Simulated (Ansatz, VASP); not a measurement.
**Sn in VASP and in Ansatz**

INCAR

```
ALGO = Normal ; EDIFF = 1E-7
ENCUT = 520 ; GGA = CA
ISIF = 2 ; ISMEAR = 1
LASPH = True ; LCHARG = False
LREAL = False ; LWAVE = False
NBANDS = 21 ; NELM = 60
PREC = Accurate ; SIGMA = 1.0
```

File KPOINTS:

```
k-points
0
Gamma
  9 9 9
```

File POSCAR:

```
Sn
1.0
    0.0000000000      3.2380799619      3.2380799619
    3.2380799619      0.0000000000      3.2380799619
    3.2380799619      3.2380799619      0.0000000000
Sn
2
Direct
    0.5000000000      0.5000000000      0.5000000000
    0.7500000000      0.7500000000      0.7500000000
```

Input for Ansatz:

```yaml
crystal:
  lattice:
    - [0.0, 3.2380799619, 3.2380799619]
    - [3.2380799619, 0.0, 3.2380799619]
    - [3.2380799619, 3.2380799619, 0.0]
  atoms:
    - { symbol: Sn, position: [0.5, 0.5, 0.5] }
    - { symbol: Sn, position: [0.75, 0.75, 0.75] }
hamiltonian:
  xc: lda
  pseudopotentials:
    kind: paw
    azcp:
      Sn: "pseudopotentials/Sn.paw.azcp"
basis:
  ecutwfc: 420
  fft_grid_basis: typed
kpoints:
  mp_grid: { grid: [9, 9, 9], shift: [0, 0, 0] }
magnetization:
  spin_polarized: false
scf:
  occupations: { method: methfessel_paxton, width: 1.0 }
  lower_state_search: "off"
output:
  stress: true
```

Alike in both runs: task single point; functional LDA; k mesh 9 × 9 × 9; occupations methfessel-paxton of order 1, width 1 eV; no spin polarisation.

|  | VASP | Ansatz |
| --- | --- | --- |
| version | VASP 6.6.1 | Ansatz 0.2.0 |
| potentials or method | VASP PAW LDA potentials, release 64 (Sn_d), cutoff 520 eV | plane waves (420 eV) with PAW, scalar-relativistic |
| valence electrons in the cell | 28 | 28 |

|  | VASP | Ansatz | Ansatz less VASP |
| --- | --- | --- | --- |
| pressure (GPa) | -0.2 | -0.2 | 0.00 |

Ansatz warns that its potentials were made for another functional, while VASP's fit it. LDA's correlation is that of Perdew and Zunger in VASP and of Perdew and Wang (1992) in Ansatz.
